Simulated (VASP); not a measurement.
# Au (P6_3/mmc) in VASP: a series of runs, part 2 of 3

VASP 6.6.1. The steps go on from the part before.

### Step 3. Electric field gradients, PBEsol (volume scaled by 0.97)

Contents of INCAR:

```
SYSTEM = Au
PREC = Accurate
ENCUT = 520
EDIFF = 1E-8
ISMEAR = -1
SIGMA = 0.03
LREAL = .FALSE.
LASPH = .TRUE.
NELM = 100
ALGO = Normal
ISIF = 2
LWAVE = .FALSE.
LCHARG = .FALSE.
GGA = PS
LEFG = .TRUE.
NBANDS = 18
```

Contents of KPOINTS:

```
Automatic mesh
0
G
  14 14 8
  0 0 0
```

Contents of POSCAR:

```
Au
1.0
    2.8707034943      0.0000000000      0.0000000000
   -1.4353517471      2.4861021528      0.0000000000
    0.0000000000      0.0000000000      4.8307037003
Au
2
Direct
    0.3333333333      0.6666666667      0.7500000000
    0.6666666667      0.3333333333      0.2500000000
```

Potentials or basis: VASP PAW PBE potentials, release 64 (Au).

Started as:

```
cat potpaw_PBE.64/Au/POTCAR > POTCAR
mpirun -np 1 vasp_std > vasp.out
```

OUTCAR:

```text
SYSTEM = Au
   PREC = Accurate
   ENCUT = 520
   EDIFF = 1E-8
   ISMEAR = -1
   LREAL = .FALSE.
   LASPH = .TRUE.
   NELM = 100
   ISIF = 2
   GGA = PS

 ion  position               nearest neighbor table
   1  0.333  0.667  0.750-   2 2.93   2 2.93   2 2.93   2 2.93   2 2.93   2 2.93
   2  0.667  0.333  0.250-   1 2.93   1 2.93   1 2.93   1 2.93   1 2.93   1 2.93

  LATTYP: Found a hexagonal cell.
 ALAT       =     2.8707034943
 C/A-ratio  =     1.6827595430

  Lattice vectors:

 A1 = (   2.8707034943,   0.0000000000,   0.0000000000)
 A2 = (  -1.4353517471,   2.4861021528,   0.0000000000)
 A3 = (   0.0000000000,   0.0000000000,   4.8307037003)

Analysis of symmetry for initial positions (statically):
=====================================================================
 Subroutine PRICEL returns:
 Original cell was already a primitive cell.

 Routine SETGRP: Setting up the symmetry group for a
 hexagonal supercell.
[... 695 lines left out ...]
  volume of cell :       34.48
      direct lattice vectors                 reciprocal lattice vectors
     2.870703494  0.000000000  0.000000000     0.348346669  0.201118043  0.000000000
    -1.435351747  2.486102153  0.000000000     0.000000000  0.402236086  0.000000000
     0.000000000  0.000000000  4.830703700     0.000000000  0.000000000  0.207009178

 POSITION                                       TOTAL-FORCE (eV/Angst)
 -----------------------------------------------------------------------------------
     -0.00000      1.65740      3.62303        -0.000000      0.000000      0.000000
      1.43535      0.82870      1.20768         0.000000      0.000000      0.000000
 -----------------------------------------------------------------------------------
    total drift:                               -0.000000      0.000000     -0.000000

  FREE ENERGIE OF THE ION-ELECTRON SYSTEM (eV)
  ---------------------------------------------------
  free  energy   TOTEN  =        -7.8206137780 eV

  energy  without entropy=       -7.8168738863  energy(sigma->0) =       -7.81874383

 Electric field gradients (V/A^2)
---------------------------------------------------------------------
 ion       V_xx      V_yy      V_zz      V_xy      V_xz      V_yz
---------------------------------------------------------------------
   1     -13.650   -13.650    27.301    -0.000     0.000    -0.000
   2     -13.650   -13.650    27.301    -0.000    -0.000     0.000
---------------------------------------------------------------------

 Electric field gradients after diagonalization (V/A^2)
 (convention: |V_zz| > |V_xx| > |V_yy|)
----------------------------------------------------------------------
 ion       V_xx      V_yy      V_zz     asymmetry (V_yy - V_xx)/ V_zz
----------------------------------------------------------------------
   1     -13.651   -13.650    27.301       0.000
   2     -13.651   -13.650    27.301       0.000
----------------------------------------------------------------------

           NMR quadrupolar parameters

 Cq : quadrupolar parameter    Cq=e*Q*V_zz/h
 eta: asymmetry parameters     (V_yy - V_xx)/ V_zz
 Q  : nuclear electric quadrupole moment in mb (millibarn)
----------------------------------------------------------------------
 ion       Cq(MHz)       eta       Q (mb)
----------------------------------------------------------------------
   1       0.066       0.000       1.000
   2       0.066       0.000       1.000
----------------------------------------------------------------------
```

OSZICAR:

```text
N       E                     dE             d eps       ncg     rms          rms(c)
DAV:   1     0.121704585726E+03    0.12170E+03   -0.11702E+04  4320   0.119E+03
DAV:   2    -0.642492059713E+01   -0.12813E+03   -0.12228E+03  4550   0.260E+02
DAV:   3    -0.849972513763E+01   -0.20748E+01   -0.20630E+01  5058   0.333E+01
DAV:   4    -0.850861146601E+01   -0.88863E-02   -0.88852E-02  4810   0.230E+00
DAV:   5    -0.850868878175E+01   -0.77316E-04   -0.77315E-04  4864   0.229E-01    0.131E+01
DAV:   6    -0.786880902497E+01    0.63988E+00   -0.11969E+00  4438   0.100E+01    0.816E+00
DAV:   7    -0.782624055001E+01    0.42568E-01   -0.11403E-01  4812   0.303E+00    0.354E+00
DAV:   8    -0.782064501692E+01    0.55955E-02   -0.98608E-03  4532   0.841E-01    0.435E-01
DAV:   9    -0.782060551712E+01    0.39500E-04   -0.59459E-05  4796   0.687E-02    0.216E-02
DAV:  10    -0.782061368970E+01   -0.81726E-05   -0.23206E-06  4846   0.144E-02    0.499E-03
DAV:  11    -0.782061377191E+01   -0.82210E-07   -0.19639E-07  4958   0.346E-03    0.943E-04
DAV:  12    -0.782061377795E+01   -0.60409E-08   -0.22324E-09  2602   0.408E-04
   1 F= -.78206138E+01 E0= -.78187438E+01  d E =-.373989E-02
```

It took 24 s on 1 thread of Intel Xeon Platinum 8488C (Sapphire Rapids), shared host; peak memory 0.19 GiB.

Results:

| Item | Value |
| --- | --- |
| Free energy | -7.8206 eV |
| Pressure | -2.3 GPa |
| Band gap on the k mesh | zero (band 11 reaches 12.94 eV, above the bottom of band 12 at 6.47 eV) |

Stress tensor (GPa, compression positive):
```
-2.01  0.00  0.00
 0.00 -2.01  0.00
 0.00  0.00 -2.74
```

Electric field gradients, principal values (V/Å²):
| atom | least | middle | greatest (by size) |
| --- | --- | --- | --- |
| 1 Au | -13.650 | -13.651 | 27.301 |
| 2 Au | -13.650 | -13.651 | 27.301 |

Caveat: the cell differs from its parent crystal (volume scaled by 0.97); without QUAD_EFG the Cq values of the log hold for a quadrupole moment of 1 mb, not for the nuclei; the PAW data sets were made with another functional, which shifts forces and pressure a little; spin-orbit coupling is left out, which moves the levels of the heavy elements.

### Step 4. Electric field gradients, PBEsol

This run uses another cell than the first one, of 17.77 Å³/atom, 1.063 times its volume.

Contents of INCAR:

```
PREC = Accurate
ENCUT = 520
EDIFF = 1E-8
ISMEAR = -1
SIGMA = 0.03
LREAL = F
LASPH = T
NELM = 100
ALGO = Normal
ISIF = 2
LWAVE = F
LCHARG = F
GGA = PS
LEFG = T
NBANDS = 18
```

Contents of KPOINTS:

```
regular mesh
0
Gamma
  14 14 8
```

Contents of POSCAR:

```
Au
1.0
    2.8999984104      0.0000000000      0.0000000000
   -1.4499992052      2.5114722944      0.0000000000
    0.0000000000      0.0000000000      4.8800000000
Au
2
Direct
    0.3333333333      0.6666666667      0.7500000000
    0.6666666667      0.3333333333      0.2500000000
```

Potentials or basis: VASP PAW PBE potentials, release 64 (Au).

Started as:

```
cat potpaw_PBE.64/Au/POTCAR > POTCAR
mpirun -np 1 vasp_std > vasp.out
```

OUTCAR:

```text
PREC = Accurate
   ENCUT = 520
   EDIFF = 1E-8
   ISMEAR = -1
   LREAL = F
   LASPH = T
   NELM = 100
   ISIF = 2
   GGA = PS

 ion  position               nearest neighbor table
   1  0.333  0.667  0.750-   2 2.96   2 2.96   2 2.96   2 2.96   2 2.96   2 2.96
   2  0.667  0.333  0.250-   1 2.96   1 2.96   1 2.96   1 2.96   1 2.96   1 2.96

  LATTYP: Found a hexagonal cell.
 ALAT       =     2.8999984104
 C/A-ratio  =     1.6827595431

  Lattice vectors:

 A1 = (   2.8999984104,   0.0000000000,   0.0000000000)
 A2 = (  -1.4499992052,   2.5114722944,   0.0000000000)
 A3 = (   0.0000000000,   0.0000000000,   4.8800000000)

Analysis of symmetry for initial positions (statically):
=====================================================================
 Subroutine PRICEL returns:
 Original cell was already a primitive cell.

 Routine SETGRP: Setting up the symmetry group for a
 hexagonal supercell.

 Subroutine GETGRP returns: Found 24 space group operations
 (whereof 12 operations were pure point group operations)
 out of a pool of 24 trial point group operations.

The static configuration has the point symmetry D_3d.
 The point group associated with its full space group is D_6h.

Analysis of symmetry for dynamics (positions and initial velocities):
=====================================================================
 Subroutine PRICEL returns:
 Original cell was already a primitive cell.

 Routine SETGRP: Setting up the symmetry group for a
 hexagonal supercell.

 Subroutine GETGRP returns: Found 24 space group operations
 (whereof 12 operations were pure point group operations)
 out of a pool of 24 trial point group operations.

The dynamic configuration has the point symmetry D_3d.
 The point group associated with its full space group is D_6h.

 Subroutine INISYM returns: Found 24 space group operations
 (whereof 12 operations are pure point group operations),
 and found     1 'primitive' translations

----------------------------------------------------------------------------------------

                                     Primitive cell

  volume of cell :      35.5423

  direct lattice vectors                    reciprocal lattice vectors
     2.899998410  0.000000000  0.000000000     0.344827775  0.199086409  0.000000000
    -1.449999205  2.511472294  0.000000000     0.000000000  0.398172818  0.000000000
     0.000000000  0.000000000  4.880000000     0.000000000  0.000000000  0.204918033

  length of vectors
     2.899998410  2.899998410  4.880000000     0.398172818  0.398172818  0.204918033

  position of ions in fractional coordinates (direct lattice)
     0.333333333  0.666666667  0.750000000
     0.666666667  0.333333333  0.250000000

  ion indices of the primitive-cell ions
   primitive index   ion index
                 1           1
                 2           2

----------------------------------------------------------------------------------------

 KPOINTS: regular mesh

Automatic generation of k-mesh.
[... 67 lines left out ...]
   LREAL  =      F    real-space projection
   EDIFFG = 0.1E-06   stopping-criterion for IOM
   NSW    =      0    number of steps for IOM
   IBRION =     -1    ionic relax: 0-MD 1-quasi-New 2-CG
   NFREE  =      0    steps in history (QN), initial steepest desc. (CG)
   ISIF   =      2    stress and relaxation
   ISYM   =      2    0-nonsym 1-usesym 2-fastsym
   POTIM  = 0.5000    time-step for ionic-motion
   TEBEG  =    0.0;   TEEND  =   0.0 temperature during run
   PSTRESS=    0.0 pullay stress
   NELECT =      22.0000    total number of electrons
   NUPDOWN=      -1.0000    fix difference up-down
   EMIN   =  10.00;   EMAX   =-10.00  energy-range for DOS
   EFERMI =   0.00;   METHOD = LEGACY
   ISMEAR =    -1;   SIGMA  =   0.03  broadening in eV -4-tet -1-fermi 0-gaus
   EFERMI_NEDOS =   21; number of points for ismear=-14 and -15
   IALGO  =     38    algorithm
   IMIX   =      4    mixing-type and parameters
     AMIX     =   0.40;   BMIX     =  1.00
     AMIX_MAG =   1.60;   BMIX_MAG =  1.00
  volume/ion in A,a.u.               =      17.77       119.93
  Fermi-wavevector in a.u.,A,eV,Ry     =   1.395191  2.636529 26.484537  1.946559
  Thomas-Fermi vector in A             =   2.518667
   LORBIT       =      0    0 simple, 1 ext, 2 COOP (PROOUT), +10 PAW based schemes
   GGA     = PS    functional components
   LHFCALC =     F    Hartree Fock is set to
   AEXX    =    0.0000 exact exchange contribution
   IVDW    =     0    specifies the selected vdW correction
   LEPSILON=     F    determine dielectric tensor
   LRPA    =     F    only Hartree local field effects (RPA)
 non-spin polarized calculation
  energy-cutoff  :      520.00
  volume of cell :       35.54
 maximum number of plane-waves:       984
 NGX is ok and might be reduce to    24
   NGX = 11   NGY = 11   NGZ = 19

 number of electron      22.0000001 magnetization

 Free energy of the ion-electron system (eV)
  ---------------------------------------------------
  ext. energy  EPLUGINS =         0.00000000
  ---------------------------------------------------
  free energy    TOTEN  =        -7.79144866 eV

  energy without entropy =       -7.78744922  energy(sigma->0) =       -7.78944894

 E-fermi :   8.5681     XC(G=0): -12.6368

 val. band max:        8.5614825008   @ k =   0.3571   0.1429   0.2500
 cond. band min:       8.5838850216   @ k =   0.5000  -0.0000   0.3750
 fundamental gap:      0.0224025208
 Fermi energy:         8.5681039440

 k-point     1 :       0.0000    0.0000    0.0000
  band No.  band energies     occupation
      1      -0.8911      2.00000
      2       1.5403      2.00000
      3       3.9557      2.00000
      4       4.2328      2.00000
      5       4.2328      2.00000
      6       4.5213      2.00000
[... 481 lines left out ...]
      5       4.0513      2.00000
      6       4.1744      2.00000
[... 10 lines left out ...]
     17      19.3725      0.00000
     18      19.5993      0.00000

 [... further k-points ...]
[... 5 lines left out ...]
  --------------------------------------------------------------------------------------
  -------------------------------------------------------------------------------------
  Total       -1.4391197     -1.4391197     -1.5086993      0.0000000     -0.0000000      0.0000000
  in kB      -64.8726342    -64.8726342    -68.0091434      0.0000000     -0.0000000      0.0000000
  external PRESSURE =     -65.9181373 kB  Pullay stress =       0.0000000 kB

 VOLUME and BASIS-vectors are now :
 -----------------------------------------------------------------------------
  energy-cutoff  :      520.00
  volume of cell :       35.54
      direct lattice vectors                 reciprocal lattice vectors
     2.899998410  0.000000000  0.000000000     0.344827775  0.199086409  0.000000000
    -1.449999205  2.511472294  0.000000000     0.000000000  0.398172818  0.000000000
     0.000000000  0.000000000  4.880000000     0.000000000  0.000000000  0.204918033

 POSITION                                       TOTAL-FORCE (eV/Angst)
 -----------------------------------------------------------------------------------
     -0.00000      1.67431      3.66000         0.000000     -0.000000      0.000000
      1.45000      0.83716      1.22000        -0.000000      0.000000      0.000000
 -----------------------------------------------------------------------------------
    total drift:                               -0.000000      0.000000     -0.000000

  FREE ENERGIE OF THE ION-ELECTRON SYSTEM (eV)
  ---------------------------------------------------
  free  energy   TOTEN  =        -7.7914486602 eV

  energy  without entropy=       -7.7874492183  energy(sigma->0) =       -7.78944894

 Electric field gradients (V/A^2)
---------------------------------------------------------------------
 ion       V_xx      V_yy      V_zz      V_xy      V_xz      V_yz
---------------------------------------------------------------------
   1     -11.517   -11.517    23.033    -0.000     0.000    -0.000
   2     -11.517   -11.517    23.033    -0.000    -0.000     0.000
---------------------------------------------------------------------

 Electric field gradients after diagonalization (V/A^2)
 (convention: |V_zz| > |V_xx| > |V_yy|)
----------------------------------------------------------------------
 ion       V_xx      V_yy      V_zz     asymmetry (V_yy - V_xx)/ V_zz
----------------------------------------------------------------------
   1     -11.517   -11.516    23.033       0.000
   2     -11.517   -11.516    23.033       0.000
----------------------------------------------------------------------

           NMR quadrupolar parameters

 Cq : quadrupolar parameter    Cq=e*Q*V_zz/h
 eta: asymmetry parameters     (V_yy - V_xx)/ V_zz
 Q  : nuclear electric quadrupole moment in mb (millibarn)
----------------------------------------------------------------------
 ion       Cq(MHz)       eta       Q (mb)
----------------------------------------------------------------------
   1       0.056       0.000       1.000
   2       0.056       0.000       1.000
----------------------------------------------------------------------
```

Wall time 26 s (1 thread of Intel Xeon Platinum 8488C (Sapphire Rapids), shared host); peak memory 0.19 GiB.

What came out:

```
Free energy            : -7.7914 eV
Pressure               : -6.6 GPa
Band gap on the k mesh : zero (band 11 reaches 12.33 eV, above the bottom of band 12 at 6.03 eV)
```

Stress tensor (GPa, compression positive):
```
-6.49  0.00  0.00
 0.00 -6.49  0.00
 0.00  0.00 -6.80
```

Electric field gradients, principal values (V/Å²):
```csv
atom,least,middle,greatest (by size)
1 Au,-11.516,-11.517,23.033
2 Au,-11.516,-11.517,23.033
```

Caveat: without QUAD_EFG the Cq values of the log hold for a quadrupole moment of 1 mb, not for the nuclei; the PAW data sets were made with another functional, which shifts forces and pressure a little; spin-orbit coupling is left out, which moves the levels of the heavy elements.

[end of part 2 of 3]
